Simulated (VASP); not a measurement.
Wanted: the native input for a VASP 6.6.1 run.

- Task: single point
- Functional: PBE
- Potentials or basis: VASP PAW PBE potentials, release 64 (Al, As)
- Cutoff: 500 eV
- k mesh: 4 × 4 × 4
- Occupations: gaussian, width 0.004 eV
- Spin: no spin polarisation
- Dipole correction: no
- Further INCAR settings: ALGO = Normal; EDIFF = 1e-06; NBANDS = 11

The structure of AlAs lies in POSCAR:

```
AlAs
1.0
    0.0000000000      2.8379008005      2.8379008005
    2.8379008005      0.0000000000      2.8379008005
    2.8379008005      2.8379008005      0.0000000000
Al As
1 1
Direct
    0.0000000000      0.0000000000      0.0000000000
    0.7500000000      0.7500000000      0.7500000000
```

One way to write it, as run:

INCAR

```
PREC = Accurate
ENCUT = 500
EDIFF = 1E-6
ISMEAR = 0
SIGMA = 0.004
LREAL = F
LASPH = T
NELM = 120
ALGO = Normal
ISIF = 2
LWAVE = F
LCHARG = F
GGA = PE
NBANDS = 11
GGA_COMPAT = F
```

KPOINTS

```
regular mesh
0
Gamma
  4 4 4
```

Potentials or basis: VASP PAW PBE potentials, release 64 (Al, As).

Command:

```console
$ cat potpaw_PBE.64/Al/POTCAR potpaw_PBE.64/As/POTCAR > POTCAR
$ mpirun -np 1 vasp_std > vasp.out
```

It gave:

```json
{
  "Pressure": "2.4 GPa",
  "Band gap on the k mesh": "1.42 eV, indirect (least direct gap 1.99 eV)"
}
```

Caveat: the k points lie up to 0.48 Å⁻¹ apart.

Wall time 5.1 s on 1 thread of Intel(R) Xeon(R) Platinum 8559C (Emerald Rapids) (shared host), peak memory 0.16 GiB.
